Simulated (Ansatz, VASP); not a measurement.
RbCd in VASP and in Ansatz

File INCAR:

```
SYSTEM = RbCd
PREC     = Accurate       ! precision mode
ENCUT    = 500            ! plane-wave cutoff, eV
EDIFF    = 1E-6           ! SCF threshold, eV
ISMEAR   = 0              ! smearing method
SIGMA    = 0.1            ! smearing width, eV
LREAL    = .False.        ! projectors in reciprocal space
LASPH    = .True.         ! aspherical terms in the spheres
NELM     = 120            ! most SCF steps
ALGO     = Normal         ! electronic algorithm
ISIF     = 2              ! what is computed and relaxed
LWAVE    = .False.        ! write WAVECAR
LCHARG   = .False.        ! write CHGCAR
GGA      = PE             ! functional
NBANDS   = 18             ! bands
GGA_COMPAT= .False.
```

Contents of KPOINTS:

```
regular mesh
0
Gamma
  12 12 12
  0 0 0
```

The input POSCAR:

```
RbCd
1.0
    4.5968262228      0.0000000000      0.0000000000
    0.0000000000      4.5968262228      0.0000000000
    0.0000000000      0.0000000000      4.5968262228
Rb Cd
1 1
Direct
    0.5000000000      0.5000000000      0.5000000000
    0.0000000000      0.0000000000      0.0000000000
```

Input for Ansatz:

```yaml
crystal:
  lattice:
    - [4.5968262228, 0.0, 0.0]
    - [0.0, 4.5968262228, 0.0]
    - [0.0, 0.0, 4.5968262228]
  atoms:
    - { symbol: Rb, position: [0.5, 0.5, 0.5] }
    - { symbol: Cd, position: [0.0, 0.0, 0.0] }
basis:
  ecutwfc: 420
kpoints:
  mp_grid: { grid: [12, 12, 12] }
hamiltonian:
  xc: pbe
scf:
  occupations: { method: gaussian, width: 0.1 }
output:
  forces: true
  stress: true
  eigenvalues: true
```

Alike in both runs: task single point; functional PBE; k mesh 12 × 12 × 12; occupations gaussian, width 0.1 eV; no spin polarisation.

|  | VASP | Ansatz |
| --- | --- | --- |
| version | VASP 6.6.1 | Ansatz 0.2.0 |
| potentials or method | VASP PAW PBE potentials, release 64 (Rb_sv, Cd), cutoff 500 eV | scalar-relativistic, plane waves, PAW |
| valence electrons in the cell | 21 | 29 |

|  | VASP | Ansatz | Ansatz less VASP |
| --- | --- | --- | --- |
| gap on the k mesh at the Fermi level (eV) | none | none | - |
| pressure (GPa) | -0.2 | -0.2 | -0.01 |

A gap of «none» marks a metal or a gap that the smearing closes. The functional is the same, so the differences come from potentials, cutoffs and numerics. VASP's potentials hold 21 valence electrons a cell and Ansatz's 29, so a difference there can come from the potentials and not from the codes.
